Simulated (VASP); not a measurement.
Here is a VASP 6.6.1 calculation.

File INCAR:

```
SYSTEM = YS
ALGO     = Normal         ! electronic algorithm
EDIFF    = 1E-7           ! SCF threshold, eV
EDIFFG   = -0.01          ! ionic threshold
ENCUT    = 600            ! plane-wave cutoff, eV
IBRION   = 2              ! ionic algorithm
ISIF     = 3              ! what is computed and relaxed
ISMEAR   = 1              ! smearing method
LASPH    = .True.         ! aspherical terms in the spheres
LCHARG   = .False.        ! write CHGCAR
LREAL    = .False.        ! projectors in reciprocal space
LWAVE    = .False.        ! write WAVECAR
NELM     = 80             ! most SCF steps
NSW      = 80             ! ionic steps
PREC     = Accurate       ! precision mode
PSTRESS  = 50.0         
SIGMA    = 0.05           ! smearing width, eV
```

File KPOINTS:

```
k-points
0
Gamma
  8 8 8
  0 0 0
```

The input POSCAR:

```
YS
1.0
    3.8801070000      0.0000000000      0.0000000000
    1.9400535000      3.3602712314      0.0000000000
    1.9400535000      1.1200904105      3.1680940991
Y S
1 1
Direct
    0.5000000000      0.5000000000      0.5000000000
    0.0000000000      0.0000000000      0.0000000000
```

Potentials or basis: VASP PAW LDA potentials, release 64 (Y_sv, S).

The run is started by

```console
$ cat potpaw_LDA.64/Y_sv/POTCAR potpaw_LDA.64/S/POTCAR > POTCAR
$ mpirun -np 1 vasp_std > vasp.out
```

Task: Estimate the relaxed volume.

Result: 19.10 Å³/atom.

Task: What does it give for the band gap on the k mesh?

Result: Zero (an odd number of electrons rules out a gap without spin polarisation).

Task: Estimate the space group after relaxing (to 0.1 Å).

Result: Fm-3m (No. 225).

Task: Estimate the relaxed cell.

Result: a = 3.780 Å, b = 3.780 Å, c = 3.780 Å, α = 60.00°, β = 60.00°, γ = 60.00°.

Final structure:
```
CELL_PARAMETERS angstrom
3.78014 0.00000 0.00000
1.89007 3.27370 0.00000
1.89007 1.09123 3.08648
ATOMIC_POSITIONS crystal
Y 0.50000 0.50000 0.50000
S 0.00000 0.00000 0.00000
```

Caveat: the cell is relaxed towards a set pressure, so the run minimises the enthalpy, not the energy. LDA usually gives volumes a few per cent too small.
